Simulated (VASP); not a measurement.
# AlB3P4 (P-4m2) in VASP: notebook

The runs below take AlB3P4 through relaxation of shape and atoms at fixed volume, relaxation of cell and atoms, with PBE.

Everything below comes from runs of VASP 6.6.1. Logs are shortened: lines on timing, memory, paths and dates and some standing lists are left out, and cuts for length are marked.

### Step 1. The cell of the first run

The structure is tetragonal, space group P-4m2 (No. 115). The conventional cell has a = 3.199 Å, b = 3.199 Å, c = 9.463 Å, α = 90.00°, β = 90.00°, γ = 90.00°. Within 2.9 Å of Al (site symmetry -4m2) lie 4 P at 2.22 Å. Within 2.5 Å of B (site symmetry 2mm) lie 4 P at 1.92 to 1.93 Å. B (site symmetry -4m2) has 4 P at 1.93 Å within 2.6 Å. P (site symmetry 2mm) has 4 B at 1.93 Å within 2.6 Å. Within 2.5 Å of P (site symmetry 2mm) lie 2 B at 1.92 Å and 2 Al at 2.22 Å.

### Step 2. Relaxation of shape and atoms at fixed volume, PBE (volume scaled by 0.88)

INCAR

```
PREC     = Accurate       # precision mode
ENCUT    = 600            # plane-wave cutoff, eV
EDIFF    = 1E-7           # SCF threshold, eV
ISMEAR   = 0              # smearing method
SIGMA    = 0.02           # smearing width, eV
LREAL    = False          # projectors in reciprocal space
LASPH    = True           # aspherical terms in the spheres
NELM     = 80             # most SCF steps
ALGO     = Normal         # electronic algorithm
ISIF     = 4              # what is computed and relaxed
LWAVE    = False          # write WAVECAR
LCHARG   = False          # write CHGCAR
GGA      = PE             # functional
IBRION   = 2              # ionic algorithm
NSW      = 50             # ionic steps
EDIFFG   = -0.01          # ionic threshold
```

KPOINTS

```
regular mesh
0
Gamma
  10 10 4
```

POSCAR

```
AlB3P4
1.0
    3.1993706117      0.0000000000      0.0000000000
    0.0000000000      3.1993706117      0.0000000000
    0.0000000000      0.0000000000      9.4634042513
Al B P
1 3 4
Direct
    0.0000000000      0.0000000000      0.0000000000
    0.5000000000      0.5000000000      0.7267199680
    0.0000000000      0.0000000000      0.5000000000
    0.5000000000      0.5000000000      0.2732800320
    0.0000000000      0.5000000000      0.6133558316
    0.5000000000      0.0000000000      0.3866441684
    0.0000000000      0.5000000000      0.1619406710
    0.5000000000      0.0000000000      0.8380593290
```

Potentials or basis: VASP PAW PBE potentials, release 64 (Al, B, P).

The run is started by

```
$ cat potpaw_PBE.64/Al/POTCAR potpaw_PBE.64/B/POTCAR potpaw_PBE.64/P/POTCAR > POTCAR
$ mpirun -np 1 vasp_std > vasp.out
```

OUTCAR:

```text
PREC = Accurate
   ENCUT = 600
   EDIFF = 1E-7
   ISMEAR = 0
   LREAL = False
   LASPH = True
   NELM = 80
   ISIF = 4
   GGA = PE
   IBRION = 2
   NSW = 50
   EDIFFG = -0.01

 ion  position               nearest neighbor table
   1  0.000  0.000  0.000-   8 2.22   8 2.22   7 2.22   7 2.22
   2  0.500  0.500  0.727-   8 1.92   8 1.92   5 1.93   5 1.93
   3  0.000  0.000  0.500-   5 1.93   6 1.93   5 1.93   6 1.93
   4  0.500  0.500  0.273-   7 1.92   7 1.92   6 1.93   6 1.93
   5  0.000  0.500  0.613-   3 1.93   3 1.93   2 1.93   2 1.93
   6  0.500  0.000  0.387-   3 1.93   3 1.93   4 1.93   4 1.93
   7  0.000  0.500  0.162-   4 1.92   4 1.92   1 2.22   1 2.22
   8  0.500  0.000  0.838-   2 1.92   2 1.92   1 2.22   1 2.22

  LATTYP: Found a simple tetragonal cell.
 ALAT       =     3.1993706117
 C/A-ratio  =     2.9578955988

  Lattice vectors:

 A1 = (   3.1993706117,   0.0000000000,   0.0000000000)
 A2 = (   0.0000000000,   3.1993706117,   0.0000000000)
 A3 = (   0.0000000000,   0.0000000000,   9.4634042513)

Analysis of symmetry for initial positions (statically):
=====================================================================
 Subroutine PRICEL returns:
 Original cell was already a primitive cell.

 Routine SETGRP: Setting up the symmetry group for a
 simple tetragonal supercell.

 Subroutine GETGRP returns: Found  8 space group operations
 (whereof  8 operations were pure point group operations)
 out of a pool of 16 trial point group operations.

The static configuration has the point symmetry D_2d.

Analysis of symmetry for dynamics (positions and initial velocities):
=====================================================================
 Subroutine PRICEL returns:
 Original cell was already a primitive cell.

 Routine SETGRP: Setting up the symmetry group for a
 simple tetragonal supercell.

 Subroutine GETGRP returns: Found  8 space group operations
 (whereof  8 operations were pure point group operations)
 out of a pool of 16 trial point group operations.

The dynamic configuration has the point symmetry D_2d.

 Subroutine INISYM returns: Found  8 space group operations
 (whereof  8 operations are pure point group operations),
 and found     1 'primitive' translations

----------------------------------------------------------------------------------------

                                     Primitive cell

  volume of cell :      96.8671

  direct lattice vectors                    reciprocal lattice vectors
     3.199370612  0.000000000  0.000000000     0.312561476  0.000000000  0.000000000
     0.000000000  3.199370612  0.000000000     0.000000000  0.312561476  0.000000000
     0.000000000  0.000000000  9.463404251     0.000000000  0.000000000  0.105670219

  length of vectors
     3.199370612  3.199370612  9.463404251     0.312561476  0.312561476  0.105670219

  position of ions in fractional coordinates (direct lattice)
     0.000000000  0.000000000  0.000000000
     0.500000000  0.500000000  0.726719968
     0.000000000  0.000000000  0.500000000
     0.500000000  0.500000000  0.273280032
     0.000000000  0.500000000  0.613355832
     0.500000000  0.000000000  0.386644168
     0.000000000  0.500000000  0.161940671
     0.500000000  0.000000000  0.838059329

  ion indices of the primitive-cell ions
   primitive index   ion index
                 1           1
                 2           2
                 3           3
                 4           4
                 5           5
                 6           6
                 7           7
                 8           8

----------------------------------------------------------------------------------------

 KPOINTS: regular mesh

Automatic generation of k-mesh.
 Grid dimensions read from file:
 generate k-points for:   10   10    4

 Generating k-lattice:

  Cartesian coordinates                     Fractional coordinates (reciprocal lattice)
     0.031256148  0.000000000  0.000000000     0.100000000  0.000000000  0.000000000
     0.000000000  0.031256148  0.000000000     0.000000000  0.100000000  0.000000000
     0.000000000  0.000000000  0.026417555     0.000000000  0.000000000  0.250000000

  Length of vectors
     0.031256148  0.031256148  0.026417555

  Shift w.r.t. Gamma in fractional coordinates (k-lattice)
     0.000000000  0.000000000  0.000000000

 Subroutine IBZKPT returns following result:
 ===========================================

 Found     63 irreducible k-points:

 Following reciprocal coordinates:
            Coordinates               Weight
  0.000000  0.000000  0.000000      1.000000
  0.100000  0.000000  0.000000      4.000000
  0.200000  0.000000  0.000000      4.000000
  0.300000  0.000000  0.000000      4.000000
  0.400000  0.000000  0.000000      4.000000
  0.500000  0.000000  0.000000      2.000000
[... 16 lines left out ...]
  0.100000  0.000000  0.250000      8.000000
  0.200000  0.000000  0.250000      8.000000
 [... further k-points ...]
   k-points           NKPTS =     63   k-points in BZ     NKDIM =     63   number of bands    NBANDS=     21
   number of dos      NEDOS =    301   number of ions     NIONS =      8
   total plane-waves  NPLWV =  62720
   dimension x,y,z NGX =    28 NGY =   28 NGZ =   80
   dimension x,y,z NGXF=    56 NGYF=   56 NGZF=  160
   ions per type =               1   3   4
   NGX,Y,Z   is equivalent  to a cutoff of  14.55, 14.55, 14.05 a.u.
   NGXF,Y,Z  is equivalent  to a cutoff of  29.10, 29.10, 28.11 a.u.
 SYSTEM =  unknown system
   PREC   = accura    normal or accurate (medium, high low for compatibility)
   ISTART =      0    job   : 0-new  1-cont  2-samecut
   ICHARG =      2    charge: 1-file 2-atom 10-const
   ISPIN  =      1    spin polarized calculation?
   LNONCOLLINEAR =      F non collinear calculations
   LSORBIT =      F    spin-orbit coupling
   LASPH  =      T    aspherical Exc in radial PAW
   ENCUT  =  600.0 eV  44.10 Ry    6.64 a.u.   6.39  6.39 18.90*2*pi/ulx,y,z
   NELM   =     80;   NELMIN=  2; NELMDL= -5     # of ELM steps
   EDIFF  = 0.1E-06   stopping-criterion for ELM
   LREAL  =      F    real-space projection
   EDIFFG = -.1E-01   stopping-criterion for IOM
   NSW    =     50    number of steps for IOM
   IBRION =      2    ionic relax: 0-MD 1-quasi-New 2-CG
   NFREE  =      1    steps in history (QN), initial steepest desc. (CG)
   ISIF   =      4    stress and relaxation
   ISYM   =      2    0-nonsym 1-usesym 2-fastsym
   POTIM  = 0.5000    time-step for ionic-motion
   TEBEG  =    0.0;   TEEND  =   0.0 temperature during run
   PSTRESS=    0.0 pullay stress
   NELECT =      32.0000    total number of electrons
   NUPDOWN=      -1.0000    fix difference up-down
   EMIN   =  10.00;   EMAX   =-10.00  energy-range for DOS
   EFERMI =   0.00;   METHOD = LEGACY
   ISMEAR =     0;   SIGMA  =   0.02  broadening in eV -4-tet -1-fermi 0-gaus
   EFERMI_NEDOS =   21; number of points for ismear=-14 and -15
   IALGO  =     38    algorithm
   IMIX   =      4    mixing-type and parameters
     AMIX     =   0.40;   BMIX     =  1.00
     AMIX_MAG =   1.60;   BMIX_MAG =  1.00
  volume/ion in A,a.u.               =      12.11        81.71
  Fermi-wavevector in a.u.,A,eV,Ry     =   1.131703  2.138610 17.425700  1.280753
  Thomas-Fermi vector in A             =   2.268403
   LORBIT       =      0    0 simple, 1 ext, 2 COOP (PROOUT), +10 PAW based schemes
   GGA     = PE    functional components
   LHFCALC =     F    Hartree Fock is set to
   AEXX    =    0.0000 exact exchange contribution
   IVDW    =     0    specifies the selected vdW correction
   LEPSILON=     F    determine dielectric tensor
   LRPA    =     F    only Hartree local field effects (RPA)
 conjugate gradient relaxation of ions
 non-spin polarized calculation
 Gauss-broadening in eV      SIGMA  =   0.02
  energy-cutoff  :      600.00
  volume of cell :       96.87
 maximum number of plane-waves:      3256
 NGX is ok and might be reduce to    28
   NGX = 13   NGY = 13   NGZ = 37

--------------------------------------- Ionic step        1  -------------------------------------------

 number of electron      32.0000001 magnetization

 Free energy of the ion-electron system (eV)
  ---------------------------------------------------
  ext. energy  EPLUGINS =         0.00000000
  ---------------------------------------------------
  free energy    TOTEN  =       -46.97834047 eV

  energy without entropy =      -46.97832729  energy(sigma->0) =      -46.97833388

------------------------ aborting loop because EDIFF is reached ----------------------------------------

  FORCE on cell =-STRESS in cart. coord.  units (eV):
  Direction    XX          YY          ZZ          XY          YZ          ZX
  --------------------------------------------------------------------------------------
  -------------------------------------------------------------------------------------
  Total       12.9287688     12.9287688     13.2538045      0.0000000      0.0000000      0.0000000
  in kB      213.8411387    213.8411387    219.2172105      0.0000000      0.0000000      0.0000000
  external PRESSURE =     215.6331627 kB  Pullay stress =       0.0000000 kB
[... 195 lines left out ...]
  energy  without entropy=      -46.9788216948  energy(sigma->0) =      -46.97886040

--------------------------------------- Ionic step        6  -------------------------------------------

 number of electron      32.0000001 magnetization

 Free energy of the ion-electron system (eV)
  ---------------------------------------------------
  ext. energy  EPLUGINS =         0.00000000
  ---------------------------------------------------
  free energy    TOTEN  =       -46.97890509 eV

  energy without entropy =      -46.97882479  energy(sigma->0) =      -46.97886494

 E-fermi :   8.9943     XC(G=0): -10.9234

 val. band max:        8.9802464383   @ k =   0.0000   0.0000   0.0000
 cond. band min:       9.0139147230   @ k =   0.4000   0.4000   0.0000
 fundamental gap:      0.0336682846
 Fermi energy:         8.9943253914

 k-point     1 :       0.0000    0.0000    0.0000
  band No.  band energies     occupation
      1      -7.5619      2.00000
      2      -6.3092      2.00000
      3      -5.2705      2.00000
      4      -2.6369      2.00000
      5      -0.3416      2.00000
      6       3.7598      2.00000
[... 550 lines left out ...]
      5       0.2769      2.00000
      6       1.4467      2.00000
[... 13 lines left out ...]
     20      11.8513      0.00000
     21      12.4764      0.00000

 [... further k-points ...]

------------------------ aborting loop because EDIFF is reached ----------------------------------------

  FORCE on cell =-STRESS in cart. coord.  units (eV):
  Direction    XX          YY          ZZ          XY          YZ          ZX
  --------------------------------------------------------------------------------------
  -------------------------------------------------------------------------------------
  Total       13.0020323     13.0020323     12.9879737      0.0000000      0.0000000     -0.0000000
  in kB      215.0529128    215.0529128    214.8203838      0.0000000      0.0000000     -0.0000000
  external PRESSURE =     214.9754031 kB  Pullay stress =       0.0000000 kB
[... 23 lines left out ...]
  FREE ENERGIE OF THE ION-ELECTRON SYSTEM (eV)
  ---------------------------------------------------
  free  energy   TOTEN  =       -46.9789050873 eV

  energy  without entropy=      -46.9788247932  energy(sigma->0) =      -46.97886494

 reached required accuracy - stopping structural energy minimisation
```

Wall time 3.7 min (1 thread of AMD EPYC 9R45 (Zen 5), shared host); peak memory 0.3 GiB.

Results:

```
Free energy                  : -46.9789 eV
Energy gained by relaxing    : 0.1 meV/atom
Ionic steps                  : 6
Pressure after relaxing      : 21.5 GPa
Largest force after relaxing : 0.004 eV/Å
Band gap on the k mesh       : 0.03 eV, indirect (least direct gap 0.24 eV)
```

Forces in eV/Å, atoms in the order of the input:
```
Al   0.000  0.000  0.000
B    0.000  0.000 -0.004
B    0.000  0.000  0.000
B    0.000  0.000  0.004
P    0.000  0.000  0.004
P    0.000  0.000 -0.004
P    0.000  0.000  0.002
P    0.000  0.000 -0.002
```

Step by step:
```csv
step,energy change (eV),largest force (eV/Å),pressure (GPa),volume (Å³)
1,0.0000,0.0833,21.56,96.87
2,-0.0005,0.0396,21.50,96.87
3,-0.0005,0.0324,21.51,96.87
4,-0.0006,0.0109,21.50,96.87
5,-0.0006,0.0108,21.50,96.87
6,-0.0006,0.0043,21.50,96.87
```

Final structure:
```
CELL_PARAMETERS angstrom
3.19650 0.00000 0.00000
0.00000 3.19650 0.00000
0.00000 0.00000 9.48040
ATOMIC_POSITIONS crystal
Al 0.00000 0.00000 0.00000
B 0.50000 0.50000 0.72660
B 0.00000 0.00000 0.50000
B 0.50000 0.50000 0.27340
P 0.00000 0.50000 0.61327
P 0.50000 0.00000 0.38673
P 0.00000 0.50000 0.16232
P 0.50000 0.00000 0.83768
```

Caveat: the cell differs from its parent crystal (volume scaled by 0.88). A k mesh can miss the band edges.

### Step 3. Relaxation of cell and atoms, PBE

This run uses another cell than the first one, of 13.74 Å³/atom, 1.135 times its volume.

INCAR

```
PREC = Accurate
ENCUT = 600
EDIFF = 1E-6
ISMEAR = 0
SIGMA = 0.02
LREAL = False
LASPH = True
NELM = 60
ALGO = Normal
ISIF = 3
LWAVE = False
LCHARG = False
GGA = PE
IBRION = 2
NSW = 100
EDIFFG = -0.01
```

KPOINTS

```
Automatic mesh
0
Gamma
  10 10 4
```

POSCAR

```
AlB3P4
1.0
    3.3397347235      0.0000000000      0.0000000000
    0.0000000000      3.3397347235      0.0000000000
    0.0000000000      0.0000000000      9.8541819959
Al B P
1 3 4
Direct
    0.0000000000      0.0000000000      0.0000000000
    0.5000000000      0.5000000000      0.7272314650
    0.0000000000      0.0000000000      0.5000000000
    0.5000000000      0.5000000000      0.2727685350
    0.0000000000      0.5000000000      0.6132338027
    0.5000000000      0.0000000000      0.3867661973
    0.0000000000      0.5000000000      0.1610031055
    0.5000000000      0.0000000000      0.8389968945
```

Potentials or basis: VASP PAW PBE potentials, release 64 (Al, B, P).

The run is started by

```
$ cat potpaw_PBE.64/Al/POTCAR potpaw_PBE.64/B/POTCAR potpaw_PBE.64/P/POTCAR > POTCAR
$ mpirun -np 1 vasp_std > vasp.out
```

Wall time 2.8 min (1 thread of AMD EPYC 9R45 (Zen 5), shared host); peak memory 0.31 GiB.

Results (log left out):

* Free energy: -47.7742 eV
* Relaxed volume: 13.74 Å³/atom
* Relaxed cell: a = 3.344 Å, b = 3.344 Å, c = 9.833 Å, α = 90.00°, β = 90.00°, γ = 90.00°
* Space group after relaxing (to 0.05 Å): P-4m2 (No. 115)
* Energy gained by relaxing: 0.1 meV/atom
* Ionic steps: 4
* Pressure after relaxing: 0.0 GPa
* Largest force after relaxing: 0.009 eV/Å
* Band gap on the k mesh: 0.51 eV, indirect (least direct gap 0.59 eV)

Forces in eV/Å, atoms in the order of the input:
```
Al   0.000  0.000  0.000
B    0.000  0.000  0.006
B    0.000  0.000  0.000
B    0.000  0.000 -0.006
P    0.000  0.000  0.003
P    0.000  0.000 -0.003
P    0.000  0.000 -0.009
P    0.000  0.000  0.009
```

Step by step:
```csv
step,energy change (eV),largest force (eV/Å),pressure (GPa),volume (Å³)
1,0.0000,0.0859,0.00,109.91
2,-0.0007,0.0333,0.02,109.91
3,-0.0007,0.0279,0.02,109.91
4,-0.0008,0.0093,0.00,109.94
```

Final structure:
```
CELL_PARAMETERS angstrom
3.34369 0.00000 0.00000
0.00000 3.34369 0.00000
0.00000 0.00000 9.83304
ATOMIC_POSITIONS crystal
Al 0.00000 0.00000 0.00000
B 0.50000 0.50000 0.72724
B 0.00000 0.00000 0.50000
B 0.50000 0.50000 0.27276
P 0.00000 0.50000 0.61358
P 0.50000 0.00000 0.38642
P 0.00000 0.50000 0.16090
P 0.50000 0.00000 0.83910
```

Levels at points of the mesh, in eV from the valence-band top:
```csv
k point,band 13,band 14,band 15,band 16,band 17,band 18,band 19,band 20
"(0.00, 0.00, 0.00)",-2.27,-0.72,0.00,0.00,0.59,0.61,1.38,1.46
"(0.50, 0.00, 0.00)",-2.68,-2.29,-2.19,-0.34,1.55,2.16,2.79,3.21
"(0.50, 0.50, 0.00)",-4.53,-4.24,-4.24,-3.77,0.68,0.68,0.75,1.01
"(0.00, 0.00, 0.50)",-2.04,-1.75,-0.32,-0.32,0.52,0.64,1.57,1.74
"(0.50, 0.00, 0.50)",-2.78,-2.72,-2.70,-0.34,2.23,2.64,2.73,3.00
"(0.50, 0.50, 0.50)",-4.82,-4.53,-4.53,-4.40,1.56,1.56,1.78,2.27
```
